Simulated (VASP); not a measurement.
# BPd3Br (Pm-3m) in VASP: single point with r2SCAN

Aim: the single point of BPd3Br with r2SCAN.

Everything below comes from runs of VASP 6.6.1. Logs are shortened: lines on timing, memory, paths and dates and some standing lists are left out, and cuts for length are marked.

## Step 1: The cell of the first run

Symmetry: Pm-3m, No. 221, cubic system. The conventional cell has a = 4.207 Å, b = 4.207 Å, c = 4.207 Å, α = 90.00°, β = 90.00°, γ = 90.00°. B (site symmetry m-3m) has 6 Pd at 2.10 Å within 2.8 Å. Within 2.8 Å of Pd (site symmetry 4/mmm) lie 2 B at 2.10 Å. Within 3.9 Å of Br (site symmetry m-3m) lie 12 Pd at 2.98 Å and 8 B at 3.64 Å.

## Step 2: Single point, r2SCAN

Input file POSCAR:

```
BPd3Br
1.0
    4.2073595100      0.0000000000      0.0000000000
    0.0000000000      4.2073595100      0.0000000000
    0.0000000000      0.0000000000      4.2073595100
B Pd Br
1 3 1
Direct
    0.5000000000      0.5000000000      0.5000000000
    0.0000000000      0.5000000000      0.5000000000
    0.5000000000      0.0000000000      0.5000000000
    0.5000000000      0.5000000000      0.0000000000
    0.0000000000      0.0000000000      0.0000000000
```

Input file INCAR.step1:

```
ALGO = Normal ; EDIFF = 1E-4
ENCUT = 520 ; GGA = PE
ISMEAR = 0 ; LASPH = T
LCHARG = F ; LREAL = F
LWAVE = T ; NBANDS = 28
NELM = 60 ; PREC = Accurate
SIGMA = 0.0151
```

Input file INCAR.step2:

```
ALGO = Normal ; EDIFF = 1E-6
ENCUT = 520 ; ISIF = 2
ISMEAR = 0 ; ISTART = 1
LASPH = T ; LCHARG = F
LMIXTAU = T ; LREAL = F
LWAVE = F ; METAGGA = R2SCAN
NBANDS = 28 ; NELM = 60
PREC = Accurate ; SIGMA = 0.0151
```

Input file KPOINTS:

```
k-points
0
Gamma
  6 6 6
```

Potentials or basis: VASP PAW PBE potentials, release 64 (B, Pd, Br).

Run with:

```sh
$ cat potpaw_PBE.64/B/POTCAR potpaw_PBE.64/Pd/POTCAR potpaw_PBE.64/Br/POTCAR > POTCAR
$ cp INCAR.step1 INCAR
$ mpirun -np 1 vasp_std > vasp.out
$ cp INCAR.step2 INCAR
$ mpirun -np 1 vasp_std > vasp.out
```

OUTCAR:

```text
EDIFF = 1E-6
   ENCUT = 520
   ISIF = 2
   ISMEAR = 0
   ISTART = 1
   LASPH = T
   LREAL = F
   METAGGA = R2SCAN
   NELM = 60
   PREC = Accurate

 ion  position               nearest neighbor table
   1  0.500  0.500  0.500-   2 2.10   3 2.10   4 2.10   4 2.10   3 2.10   2 2.10
   2  0.000  0.500  0.500-   1 2.10   1 2.10   4 2.98   5 2.98   4 2.98   5 2.98   3 2.98   5 2.98
                             5 2.98   3 2.98   3 2.98   4 2.98   4 2.98   3 2.98
   3  0.500  0.000  0.500-   1 2.10   1 2.10   4 2.98   5 2.98   4 2.98   5 2.98   2 2.98   2 2.98
                             4 2.98   4 2.98   2 2.98   5 2.98   5 2.98   2 2.98
   4  0.500  0.500  0.000-   1 2.10   1 2.10   3 2.98   5 2.98   2 2.98   2 2.98   3 2.98   3 2.98
                             5 2.98   3 2.98   2 2.98   5 2.98   2 2.98   5 2.98
   5  0.000  0.000  0.000-   2 2.98   3 2.98   4 2.98   2 2.98   3 2.98   2 2.98   4 2.98   2 2.98
                             3 2.98   4 2.98   3 2.98   4 2.98

  LATTYP: Found a simple cubic cell.
 ALAT       =     4.2073595100

  Lattice vectors:

 A1 = (   4.2073595100,   0.0000000000,   0.0000000000)
 A2 = (   0.0000000000,   4.2073595100,   0.0000000000)
 A3 = (   0.0000000000,   0.0000000000,   4.2073595100)

Analysis of symmetry for initial positions (statically):
=====================================================================
 Subroutine PRICEL returns:
 Original cell was already a primitive cell.

 Routine SETGRP: Setting up the symmetry group for a
 simple cubic supercell.

 Subroutine GETGRP returns: Found 48 space group operations
 (whereof 48 operations were pure point group operations)
 out of a pool of 48 trial point group operations.

The static configuration has the point symmetry O_h .

Analysis of symmetry for dynamics (positions and initial velocities):
=====================================================================
 Subroutine PRICEL returns:
 Original cell was already a primitive cell.

 Routine SETGRP: Setting up the symmetry group for a
 simple cubic supercell.

 Subroutine GETGRP returns: Found 48 space group operations
 (whereof 48 operations were pure point group operations)
 out of a pool of 48 trial point group operations.

The dynamic configuration has the point symmetry O_h .

 Subroutine INISYM returns: Found 48 space group operations
 (whereof 48 operations are pure point group operations),
 and found     1 'primitive' translations

----------------------------------------------------------------------------------------

                                     Primitive cell

  volume of cell :      74.4781

  direct lattice vectors                    reciprocal lattice vectors
     4.207359510  0.000000000  0.000000000     0.237678762  0.000000000  0.000000000
     0.000000000  4.207359510  0.000000000     0.000000000  0.237678762  0.000000000
     0.000000000  0.000000000  4.207359510     0.000000000  0.000000000  0.237678762

  length of vectors
     4.207359510  4.207359510  4.207359510     0.237678762  0.237678762  0.237678762

  position of ions in fractional coordinates (direct lattice)
     0.500000000  0.500000000  0.500000000
     0.000000000  0.500000000  0.500000000
     0.500000000  0.000000000  0.500000000
     0.500000000  0.500000000  0.000000000
     0.000000000  0.000000000  0.000000000

  ion indices of the primitive-cell ions
   primitive index   ion index
                 1           1
                 2           2
                 3           3
                 4           4
                 5           5

----------------------------------------------------------------------------------------

 KPOINTS: k-points

Automatic generation of k-mesh.
 Grid dimensions read from file:
 generate k-points for:    6    6    6

 Generating k-lattice:

  Cartesian coordinates                     Fractional coordinates (reciprocal lattice)
     0.039613127  0.000000000  0.000000000     0.166666667  0.000000000  0.000000000
     0.000000000  0.039613127  0.000000000     0.000000000  0.166666667  0.000000000
     0.000000000  0.000000000  0.039613127     0.000000000  0.000000000  0.166666667

  Length of vectors
     0.039613127  0.039613127  0.039613127

  Shift w.r.t. Gamma in fractional coordinates (k-lattice)
     0.000000000  0.000000000  0.000000000

 Subroutine IBZKPT returns following result:
 ===========================================

 Found     20 irreducible k-points:

 Following reciprocal coordinates:
            Coordinates               Weight
  0.000000  0.000000  0.000000      1.000000
  0.166667  0.000000  0.000000      6.000000
  0.333333  0.000000  0.000000      6.000000
  0.500000  0.000000  0.000000      3.000000
  0.166667  0.166667  0.000000     12.000000
  0.333333  0.166667  0.000000     24.000000
[... 12 lines left out ...]
  0.500000  0.500000  0.333333      6.000000
  0.500000  0.500000  0.500000      1.000000
   k-points           NKPTS =     20   k-points in BZ     NKDIM =     20   number of bands    NBANDS=     28
   number of dos      NEDOS =    301   number of ions     NIONS =      5
   total plane-waves  NPLWV =  32768
   dimension x,y,z NGX =    32 NGY =   32 NGZ =   32
   dimension x,y,z NGXF=    64 NGYF=   64 NGZF=   64
   ions per type =               1   3   1
   NGX,Y,Z   is equivalent  to a cutoff of  12.64, 12.64, 12.64 a.u.
   NGXF,Y,Z  is equivalent  to a cutoff of  25.29, 25.29, 25.29 a.u.
 SYSTEM =  unknown system
   PREC   = accura    normal or accurate (medium, high low for compatibility)
   ISTART =      1    job   : 0-new  1-cont  2-samecut
   ICHARG =      0    charge: 1-file 2-atom 10-const
   ISPIN  =      1    spin polarized calculation?
   LNONCOLLINEAR =      F non collinear calculations
   LSORBIT =      F    spin-orbit coupling
   LASPH  =      T    aspherical Exc in radial PAW
   ENCUT  =  520.0 eV  38.22 Ry    6.18 a.u.   7.82  7.82  7.82*2*pi/ulx,y,z
   NELM   =     60;   NELMIN=  2; NELMDL=  0     # of ELM steps
   EDIFF  = 0.1E-05   stopping-criterion for ELM
   LREAL  =      F    real-space projection
   EDIFFG = 0.1E-04   stopping-criterion for IOM
   NSW    =      0    number of steps for IOM
   IBRION =     -1    ionic relax: 0-MD 1-quasi-New 2-CG
   NFREE  =      0    steps in history (QN), initial steepest desc. (CG)
   ISIF   =      2    stress and relaxation
   ISYM   =      2    0-nonsym 1-usesym 2-fastsym
   POTIM  = 0.5000    time-step for ionic-motion
   TEBEG  =    0.0;   TEEND  =   0.0 temperature during run
   PSTRESS=    0.0 pullay stress
   NELECT =      40.0000    total number of electrons
   NUPDOWN=      -1.0000    fix difference up-down
   EMIN   =  10.00;   EMAX   =-10.00  energy-range for DOS
   EFERMI =   0.00;   METHOD = LEGACY
   ISMEAR =     0;   SIGMA  =   0.02  broadening in eV -4-tet -1-fermi 0-gaus
   EFERMI_NEDOS =   21; number of points for ismear=-14 and -15
   IALGO  =     38    algorithm
   IMIX   =      4    mixing-type and parameters
     AMIX     =   0.40;   BMIX     =  1.00
     AMIX_MAG =   1.60;   BMIX_MAG =  1.00
  volume/ion in A,a.u.               =      14.90       100.52
  Fermi-wavevector in a.u.,A,eV,Ry     =   1.330715  2.514688 24.093246  1.770804
  Thomas-Fermi vector in A             =   2.459781
   LORBIT       =      0    0 simple, 1 ext, 2 COOP (PROOUT), +10 PAW based schemes
   METAGGA = R2SCAN    functional components
   LHFCALC =     F    Hartree Fock is set to
   AEXX    =    0.0000 exact exchange contribution
   IVDW    =     0    specifies the selected vdW correction
   LEPSILON=     F    determine dielectric tensor
   LRPA    =     F    only Hartree local field effects (RPA)
 non-spin polarized calculation
 Gauss-broadening in eV      SIGMA  =   0.02
  energy-cutoff  :      520.00
  volume of cell :       74.48
 maximum number of plane-waves:      2028
 NGX is ok and might be reduce to    32
   NGX = 15   NGY = 15   NGZ = 15

 number of electron      40.0000011 magnetization

 Free energy of the ion-electron system (eV)
  ---------------------------------------------------
  ext. energy  EPLUGINS =         0.00000000
  ---------------------------------------------------
  free energy    TOTEN  =       -89.08231432 eV

  energy without entropy =      -89.08173680  energy(sigma->0) =      -89.08202556

 E-fermi :   7.9215     XC(G=0): -12.7925

 val. band max:        7.9161999357   @ k =   0.5000   0.5000   0.0000
 cond. band min:       7.9365627659   @ k =   0.1667   0.1667   0.1667
 fundamental gap:      0.0203628302
 Fermi energy:         7.9215059965

 k-point     1 :       0.0000    0.0000    0.0000
  band No.  band energies     occupation
      1      -9.0306      2.00000
      2      -2.6102      2.00000
      3       3.4394      2.00000
      4       3.4394      2.00000
      5       3.4394      2.00000
      6       3.4698      2.00000
[... 20 lines left out ...]
     27      19.5632      0.00000
     28      19.5632      0.00000

 k-point     2 :       0.1667    0.0000    0.0000
  band No.  band energies     occupation
      1      -8.9841      2.00000
      2      -2.4517      2.00000
      3       2.5590      2.00000
      4       3.0840      2.00000
      5       3.0840      2.00000
      6       3.5180      2.00000
[... 20 lines left out ...]
     27      18.0076      0.00000
     28      18.0081      0.00000

 k-point     3 :       0.3333    0.0000    0.0000
  band No.  band energies     occupation
      1      -8.8876      2.00000
      2      -2.0843      2.00000
      3       1.6834      2.00000
      4       2.7585      2.00000
      5       2.7585      2.00000
      6       3.2639      2.00000
[... 20 lines left out ...]
     27      16.5581      0.00000
     28      16.5581      0.00000

 k-point     4 :       0.5000    0.0000    0.0000
  band No.  band energies     occupation
      1      -8.8376      2.00000
      2      -1.8665      2.00000
      3       1.4414      2.00000
      4       2.5398      2.00000
      5       2.6341      2.00000
      6       2.6341      2.00000
[... 454 lines left out ...]
     27      17.7484      0.00000
     28      18.4950      0.00000

 k-point    19 :       0.5000    0.5000    0.3333
  band No.  band energies     occupation
      1      -8.7272      2.00000
      2       0.2833      2.00000
      3       1.2516      2.00000
      4       1.2516      2.00000
      5       2.2044      2.00000
      6       2.5861      2.00000
[... 20 lines left out ...]
     27      17.8280      0.00000
     28      19.3993      0.00000

 k-point    20 :       0.5000    0.5000    0.5000
  band No.  band energies     occupation
      1      -8.7236      2.00000
      2       1.2020      2.00000
      3       1.2365      2.00000
      4       1.2365      2.00000
      5       1.2365      2.00000
      6       2.7193      2.00000
[... 20 lines left out ...]
     27      19.4257      0.00000
     28      19.4257      0.00000

------------------------ aborting loop because EDIFF is reached ----------------------------------------

  FORCE on cell =-STRESS in cart. coord.  units (eV):
  Direction    XX          YY          ZZ          XY          YZ          ZX
  --------------------------------------------------------------------------------------
  -------------------------------------------------------------------------------------
  Total        2.5594052      2.5594052      2.5594052     -0.0000000     -0.0000000      0.0000000
  in kB       55.0580412     55.0580412     55.0580412     -0.0000000     -0.0000000      0.0000000
  external PRESSURE =      55.0580412 kB  Pullay stress =       0.0000000 kB

 VOLUME and BASIS-vectors are now :
 -----------------------------------------------------------------------------
  energy-cutoff  :      520.00
  volume of cell :       74.48
      direct lattice vectors                 reciprocal lattice vectors
     4.207359510  0.000000000  0.000000000     0.237678762  0.000000000  0.000000000
     0.000000000  4.207359510  0.000000000     0.000000000  0.237678762  0.000000000
     0.000000000  0.000000000  4.207359510     0.000000000  0.000000000  0.237678762

 POSITION                                       TOTAL-FORCE (eV/Angst)
 -----------------------------------------------------------------------------------
      2.10368      2.10368      2.10368         0.000000      0.000000      0.000000
      0.00000      2.10368      2.10368         0.000000      0.000000      0.000000
      2.10368      0.00000      2.10368         0.000000      0.000000      0.000000
      2.10368      2.10368      0.00000         0.000000      0.000000      0.000000
      0.00000      0.00000      0.00000         0.000000      0.000000      0.000000
 -----------------------------------------------------------------------------------
    total drift:                                0.000000     -0.000000     -0.000000

  FREE ENERGIE OF THE ION-ELECTRON SYSTEM (eV)
  ---------------------------------------------------
  free  energy   TOTEN  =       -89.0823143195 eV

  energy  without entropy=      -89.0817368034  energy(sigma->0) =      -89.08202556
```

Wall time 1.9 min (1 thread of Intel Xeon Platinum 8259CL at 2.50GHz (Skylake/Cascade Lake), shared host); peak memory 0.21 GiB.

Results:

| Property | Result |
| --- | --- |
| Free energy | -89.0823 eV |
| Pressure | 5.5 GPa |
| Band gap on the k mesh | zero (band 20 reaches 7.97 eV, above the bottom of band 21 at 7.87 eV) |

Caveat: the PAW data sets were made with another functional, which shifts forces and pressure a little.
